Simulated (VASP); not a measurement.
# NbSi2 (P6_222) in VASP: single point with r2SCAN+U

Aim: the single point of NbSi2 with r2SCAN+U.

Everything below comes from runs of VASP 6.6.1. Logs are shortened: lines on timing, memory, paths and dates and some standing lists are left out, and cuts for length are marked.

### Step 1. The cell of the first run

The structure is hexagonal, space group P6_222 (No. 180). The conventional cell has a = 4.845 Å, b = 4.845 Å, c = 7.475 Å, α = 90.00°, β = 90.00°, γ = 120.00°. Within 3.7 Å of Nb (site symmetry 222) lie 10 Si at 2.79 to 2.86 Å and 4 Nb at 3.47 Å. Within 3.7 Å of Si (site symmetry 2) lie 5 Nb at 2.79 to 2.86 Å and 9 Si at 2.79 to 3.48 Å.

### Step 2. Single point, r2SCAN+U, collinear spin

Input file POSCAR:

```
NbSi2
1.0
    2.4222737600      4.1954975500      0.0000000000
   -2.4222737600      4.1954975500      0.0000000000
    0.0000000000      0.0000000000      7.4749483200
Nb Si
3 6
Direct
    0.5000000000      0.5000000000      0.5000000000
    0.5000000000      0.0000000000      0.8333300000
    0.0000000000      0.5000000000      0.1666700000
    0.1670000000      0.1670000000      0.5000000000
    0.8330000000      0.3340000000      0.8333300000
    0.6660000000      0.1670000000      0.1666700000
    0.8330000000      0.8330000000      0.5000000000
    0.1670000000      0.6660000000      0.8333300000
    0.3340000000      0.8330000000      0.1666700000
```

Input file INCAR.step1:

```
PREC = Accurate ; ENCUT = 520
ISMEAR = 0 ; SIGMA = 0.034
LREAL = False ; LASPH = True
NELM = 150 ; ISPIN = 2
MAGMOM = 1 1 1 1 1 3 3 3 2 ; LMAXMIX = 4
LDAU = True ; LDAUTYPE = 2
LDAUL = 2 -1 ; LDAUU = 3.61 0
LDAUJ = 0 0 ; NBANDS = 46
GGA = PE ; ALGO = Normal
EDIFF = 1E-4 ; LWAVE = True
LCHARG = False
```

Input file INCAR.step2:

```
PREC = Accurate ; ENCUT = 520
EDIFF = 1E-6 ; ISMEAR = 0
SIGMA = 0.034 ; LREAL = False
LASPH = True ; NELM = 150
ALGO = Normal ; ISIF = 2
LWAVE = False ; LCHARG = False
ISPIN = 2 ; MAGMOM = 1 1 1 1 1 3 3 3 2
LORBIT = 11 ; LMAXMIX = 4
LDAU = True ; LDAUTYPE = 2
LDAUL = 2 -1 ; LDAUU = 3.61 0
LDAUJ = 0 0 ; LDAUPRINT = 1
METAGGA = R2SCAN ; LMIXTAU = True
NBANDS = 46 ; ISTART = 1
```

Input file KPOINTS:

```
regular mesh
0
Gamma
  4 4 3
```

Potentials or basis: VASP PAW PBE potentials, release 64 (Nb_sv, Si).

On the command line:

```
$ cat potpaw_PBE.64/Nb_sv/POTCAR potpaw_PBE.64/Si/POTCAR > POTCAR
$ cp INCAR.step1 INCAR
$ mpirun -np 1 vasp_std > vasp.out
$ cp INCAR.step2 INCAR
$ mpirun -np 1 vasp_std > vasp.out
```

OUTCAR:

```text
PREC = Accurate
   ENCUT = 520
   EDIFF = 1E-6
   ISMEAR = 0
   LREAL = False
   LASPH = True
   NELM = 150
   ISIF = 2
   ISPIN = 2
   LORBIT = 11
   METAGGA = R2SCAN
   ISTART = 1

 ion  position               nearest neighbor table
   1  0.500  0.500  0.500-   4 2.79   7 2.79   4 2.80   4 2.80   7 2.80   7 2.80   8 2.86   9 2.86
                             6 2.86   5 2.86
   2  0.500  0.000  0.833-   8 2.79   5 2.79   8 2.80   5 2.80   8 2.80   5 2.80   7 2.86   4 2.86
                             6 2.86   9 2.86
   3  0.000  0.500  0.167-   6 2.79   9 2.79   9 2.80   6 2.80   9 2.80   6 2.80   7 2.86   4 2.86
                             8 2.86   5 2.86
   4  0.167  0.167  0.500-   1 2.79   7 2.79   7 2.79   1 2.80   1 2.80   7 2.80   3 2.86   2 2.86
                             5 2.86   9 2.86
   5  0.833  0.334  0.833-   2 2.79   8 2.79   8 2.79   2 2.80   2 2.80   8 2.80   1 2.86   3 2.86
                             4 2.86   6 2.86
   6  0.666  0.167  0.167-   3 2.79   9 2.79   9 2.79   3 2.80   3 2.80   9 2.80   1 2.86   2 2.86
                             7 2.86   5 2.86
   7  0.833  0.833  0.500-   1 2.79   4 2.79   4 2.79   1 2.80   1 2.80   4 2.80   3 2.86   2 2.86
                             6 2.86   8 2.86
   8  0.167  0.666  0.833-   2 2.79   5 2.79   5 2.79   2 2.80   2 2.80   5 2.80   1 2.86   3 2.86
                             7 2.86   9 2.86
   9  0.334  0.833  0.167-   3 2.79   6 2.79   6 2.79   3 2.80   3 2.80   6 2.80   1 2.86   2 2.86
                             4 2.86   8 2.86

  LATTYP: Found a hexagonal cell.
 ALAT       =     4.8445443398
 C/A-ratio  =     1.5429621025

  Lattice vectors:

 A1 = (   2.4222737600,  -4.1954975500,   0.0000000000)
 A2 = (   2.4222737600,   4.1954975500,   0.0000000000)
 A3 = (   0.0000000000,   0.0000000000,   7.4749483200)

Analysis of symmetry for initial positions (statically):
=====================================================================
 Subroutine PRICEL returns:
 Original cell was already a primitive cell.

 Routine SETGRP: Setting up the symmetry group for a
 hexagonal supercell.

 Subroutine GETGRP returns: Found  4 space group operations
 (whereof  4 operations were pure point group operations)
 out of a pool of 24 trial point group operations.

The static configuration has the point symmetry D_2 .

Analysis of symmetry for dynamics (positions and initial velocities):
=====================================================================
 Subroutine PRICEL returns:
 Original cell was already a primitive cell.

 Routine SETGRP: Setting up the symmetry group for a
 hexagonal supercell.

 Subroutine GETGRP returns: Found  4 space group operations
 (whereof  4 operations were pure point group operations)
 out of a pool of 24 trial point group operations.

The dynamic configuration has the point symmetry D_2 .

Analysis of structural, dynamic, and magnetic symmetry:
=====================================================================
 Subroutine PRICEL returns:
 Original cell was already a primitive cell.

 Routine SETGRP: Setting up the symmetry group for a
 hexagonal supercell.

 Subroutine GETGRP returns: Found  1 space group operations
 (whereof  1 operations were pure point group operations)
 out of a pool of 24 trial point group operations.

The overall configuration has the point symmetry C_1 .

 Subroutine INISYM returns: Found  1 space group operations
 (whereof  1 operations are pure point group operations),
 and found     1 'primitive' translations

----------------------------------------------------------------------------------------

                                     Primitive cell

  volume of cell :     151.9305

  direct lattice vectors                    reciprocal lattice vectors
     2.422273760  4.195497550  0.000000000     0.206417626  0.119175376  0.000000000
[... 119 lines left out ...]
     AMIX     =   0.40;   BMIX     =  1.00
     AMIX_MAG =   1.60;   BMIX_MAG =  1.00
  volume/ion in A,a.u.               =      16.88       113.92
  Fermi-wavevector in a.u.,A,eV,Ry     =   1.220787  2.306954 20.277061  1.490322
  Thomas-Fermi vector in A             =   2.355993
   LORBIT       =     11    0 simple, 1 ext, 2 COOP (PROOUT), +10 PAW based schemes
 LDA+U is selected, type is set to LDAUTYPE =  2
   angular momentum for each species LDAUL =     2   -1
   U (eV)           for each species LDAUU =   3.6  0.0
   J (eV)           for each species LDAUJ =   0.0  0.0
   METAGGA = R2SCAN    functional components
   LHFCALC =     F    Hartree Fock is set to
   AEXX    =    0.0000 exact exchange contribution
   IVDW    =     0    specifies the selected vdW correction
   LEPSILON=     F    determine dielectric tensor
   LRPA    =     F    only Hartree local field effects (RPA)
 spin polarized calculation
 Gauss-broadening in eV      SIGMA  =   0.03
  energy-cutoff  :      520.00
  volume of cell :      151.93
 maximum number of plane-waves:      4098
   NGX = 17   NGY = 17   NGZ = 27

atom =   1  type =  1  l = 2

 onsite density matrix

spin component  1
[... 83 lines left out ...]
  o =  0.1772  v =  0.0000  0.0000  0.0000  0.0000  0.0000 -0.0981 -0.0000 -0.9936 -0.0000 -0.0567      0.0000  0.0000  0.0000  0.0000  0.0000  0.0000  0.0000  0.0000  0.0000  0.0000
  o =  0.1872  v = -0.0994 -0.0000 -0.9934 -0.0000 -0.0574  0.0000  0.0000  0.0000  0.0000  0.0000      0.0000  0.0000  0.0000  0.0000  0.0000  0.0000  0.0000  0.0000  0.0000  0.0000
  o =  0.1883  v =  0.0000  0.0000  0.0000  0.0000  0.0000 -0.0000  0.5001 -0.0000  0.8660 -0.0000      0.0000  0.0000  0.0000  0.0000  0.0000  0.0000  0.0000  0.0000  0.0000  0.0000
  o =  0.1930  v =  0.0000 -0.5000  0.0000 -0.8660  0.0000  0.0000  0.0000  0.0000  0.0000  0.0000      0.0000  0.0000  0.0000  0.0000  0.0000  0.0000  0.0000  0.0000  0.0000  0.0000
  o =  0.2018  v =  0.0000  0.0000  0.0000  0.0000  0.0000 -0.0000  0.8660 -0.0000 -0.5001  0.0000      0.0000  0.0000  0.0000  0.0000  0.0000  0.0000  0.0000  0.0000  0.0000  0.0000
  o =  0.2324  v = -0.0000  0.8660  0.0000 -0.5000  0.0000  0.0000  0.0000  0.0000  0.0000  0.0000      0.0000  0.0000  0.0000  0.0000  0.0000  0.0000  0.0000  0.0000  0.0000  0.0000
  o =  0.2331  v =  0.0000  0.0000  0.0000  0.0000  0.0000  0.4995  0.0000  0.0001 -0.0000 -0.8663      0.0000  0.0000  0.0000  0.0000  0.0000  0.0000  0.0000  0.0000  0.0000  0.0000
  o =  0.2347  v =  0.0000  0.0000  0.0000  0.0000  0.0000 -0.8607  0.0000  0.1133 -0.0000 -0.4963      0.0000  0.0000  0.0000  0.0000  0.0000  0.0000  0.0000  0.0000  0.0000  0.0000
  o =  0.2378  v = -0.5000 -0.0000 -0.0000  0.0000  0.8660  0.0000  0.0000  0.0000  0.0000  0.0000      0.0000  0.0000  0.0000  0.0000  0.0000  0.0000  0.0000  0.0000  0.0000  0.0000
  o =  0.2580  v = -0.8603 -0.0000  0.1148  0.0000 -0.4967  0.0000  0.0000  0.0000  0.0000  0.0000      0.0000  0.0000  0.0000  0.0000  0.0000  0.0000  0.0000  0.0000  0.0000  0.0000

 number of electron      63.0000004 magnetization       0.2481076

 Free energy of the ion-electron system (eV)
  ---------------------------------------------------
  ext. energy  EPLUGINS =         0.00000000
  ---------------------------------------------------
  free energy    TOTEN  =      -119.88318569 eV

  energy without entropy =     -119.88288423  energy(sigma->0) =     -119.88303496

 E-fermi :   9.7526     XC(G=0): -12.1855

 val. band max:        9.6948563464   @ k =   0.2500   0.5000   0.3333
 cond. band min:       9.8098456685   @ k =   0.2500   0.2500   0.0000
 fundamental gap:      0.1149893221
 Fermi energy:         9.7525928690

 spin component 1

 k-point     1 :       0.0000    0.0000    0.0000
  band No.  band energies     occupation
      1     -47.9841      1.00000
      2     -47.9681      1.00000
      3     -47.9681      1.00000
      4     -23.4277      1.00000
      5     -23.4277      1.00000
      6     -23.3152      1.00000
[... 2201 lines left out ...]
     42      13.4068      0.00000
     43      13.4786      0.00000

 [... further k-points ...]

 [bands above 43 left out]

------------------------ aborting loop because EDIFF is reached ----------------------------------------

  FORCE on cell =-STRESS in cart. coord.  units (eV):
  Direction    XX          YY          ZZ          XY          YZ          ZX
  --------------------------------------------------------------------------------------
  -------------------------------------------------------------------------------------
  Total       -9.3260520     -9.3259197    -28.4147651     -0.0000290     -0.0000017     -0.0000085
  in kB      -98.3475458    -98.3461514   -299.6468843     -0.0003062     -0.0000179     -0.0000894
  external PRESSURE =    -165.4468605 kB  Pullay stress =       0.0000000 kB

 VOLUME and BASIS-vectors are now :
 -----------------------------------------------------------------------------
  energy-cutoff  :      520.00
  volume of cell :      151.93
      direct lattice vectors                 reciprocal lattice vectors
     2.422273760  4.195497550  0.000000000     0.206417626  0.119175376  0.000000000
    -2.422273760  4.195497550  0.000000000    -0.206417626  0.119175376  0.000000000
     0.000000000  0.000000000  7.474948320     0.000000000  0.000000000  0.133780189

 POSITION                                       TOTAL-FORCE (eV/Angst)
 -----------------------------------------------------------------------------------
      0.00000      4.19550      3.73747         0.000001     -0.000010      0.000126
      1.21114      2.09775      6.22910         0.000010      0.000006      0.000024
     -1.21114      2.09775      1.24585        -0.000008      0.000011     -0.000154
      0.00000      1.40130      3.73747        -0.000002     -0.514172      0.000032
      1.20871      4.89615      6.22910         0.445271     -0.256980     -0.000064
      1.20871      3.49485      1.24585         0.445269      0.256974      0.000035
      0.00000      6.98970      3.73747         0.000001      0.514172      0.000032
     -1.20871      3.49485      6.22910        -0.445274      0.256977     -0.000065
     -1.20871      4.89615      1.24585        -0.445268     -0.256978      0.000034
 -----------------------------------------------------------------------------------
    total drift:                                0.000003      0.000009     -0.000008

  FREE ENERGIE OF THE ION-ELECTRON SYSTEM (eV)
  ---------------------------------------------------
  free  energy   TOTEN  =      -119.8831856883 eV

  energy  without entropy=     -119.8828842302  energy(sigma->0) =     -119.88303496

 total charge

# of ion       s       p       d       tot
------------------------------------------
    1        2.150   6.012   2.120  10.283
    2        2.150   6.012   2.120  10.283
    3        2.150   6.012   2.120  10.283
    4        0.757   0.805   0.000   1.562
    5        0.757   0.805   0.000   1.562
    6        0.757   0.805   0.000   1.562
    7        0.757   0.805   0.000   1.562
    8        0.757   0.805   0.000   1.562
    9        0.757   0.805   0.000   1.562
--------------------------------------------------
tot         10.993  22.868   6.360  40.220

 magnetization (x)

# of ion       s       p       d       tot
------------------------------------------
    1        0.001   0.001   0.073   0.074
    2        0.001   0.001   0.073   0.074
    3        0.001   0.001   0.073   0.074
    4       -0.002  -0.003   0.000  -0.005
    5       -0.002  -0.003   0.000  -0.005
    6       -0.002  -0.003   0.000  -0.005
    7       -0.002  -0.003   0.000  -0.005
    8       -0.002  -0.003   0.000  -0.005
    9       -0.002  -0.003   0.000  -0.005
--------------------------------------------------
tot         -0.012  -0.015   0.218   0.191
```

Run time: 36 min. Hardware: 1 thread of Oxide Virtual Turin-like, shared host; peak memory 0.45 GiB.

Results:

```yaml
Free_energy: -119.8832 eV
Pressure: -16.5 GPa
Largest_force: 0.514 eV/Å
Net_moment: 0.25 μB per cell
Site_moments: Nb +0.07; Si -0.01 μB
Valence_electrons_inside_the_program's_atomic_spheres: Nb 10.28; Si 1.56
```

Forces in eV/Å, atoms in the order of the input:
```
Nb   0.000  0.000  0.000
Nb   0.000  0.000  0.000
Nb   0.000  0.000  0.000
Si   0.000 -0.514  0.000
Si   0.445 -0.257  0.000
Si   0.445  0.257  0.000
Si   0.000  0.514  0.000
Si  -0.445  0.257  0.000
Si  -0.445 -0.257  0.000
```

Levels at points of the mesh, in eV from the Fermi level:
Spin up:
```
           k point  band 28  band 29  band 30  band 31  band 32  band 33  band 34  band 35  band 36  band 37
(0.00, 0.00, 0.00)    -1.73    -1.56    -1.56    -1.42    -1.26     0.46     1.96     2.81     2.81     2.99
(0.50, 0.00, 0.00)    -1.38    -0.83    -0.82    -0.31    -0.25     0.69     1.05     1.59     1.80     2.17
(0.50, 0.50, 0.00)    -1.38    -0.83    -0.82    -0.31    -0.25     0.69     1.05     1.59     1.80     2.17
(0.00, 0.50, 0.00)    -1.38    -0.83    -0.82    -0.31    -0.25     0.69     1.05     1.59     1.80     2.17
```
Spin down:
```csv
k point,band 29,band 30,band 31,band 32,band 33,band 34,band 35,band 36
"(0.00, 0.00, 0.00)",-1.50,-1.50,-1.40,-1.23,0.55,2.07,2.88,2.88
"(0.50, 0.00, 0.00)",-0.78,-0.72,-0.19,-0.19,0.82,1.09,1.65,1.86
"(0.50, 0.50, 0.00)",-0.78,-0.72,-0.19,-0.19,0.82,1.09,1.65,1.86
"(0.00, 0.50, 0.00)",-0.78,-0.72,-0.19,-0.19,0.82,1.09,1.65,1.86
```

Eigenvalues of the final occupation matrices:
```tsv
site	spin	trace	eigenvalues
site 1 d	1	1.11	0.19 0.19 0.23 0.24 0.26
site 1 d	2	1.04	0.18 0.19 0.20 0.23 0.23
site 2 d	1	1.11	0.19 0.19 0.23 0.24 0.26
site 2 d	2	1.04	0.18 0.19 0.20 0.23 0.23
site 3 d	1	1.11	0.19 0.19 0.23 0.24 0.26
site 3 d	2	1.04	0.18 0.19 0.20 0.23 0.23
```

Caveat: the k points lie up to 0.37 Å⁻¹ apart; the PAW data sets were made with another functional, which shifts forces and pressure a little; the U is typed as a test and isn't derived for this compound.
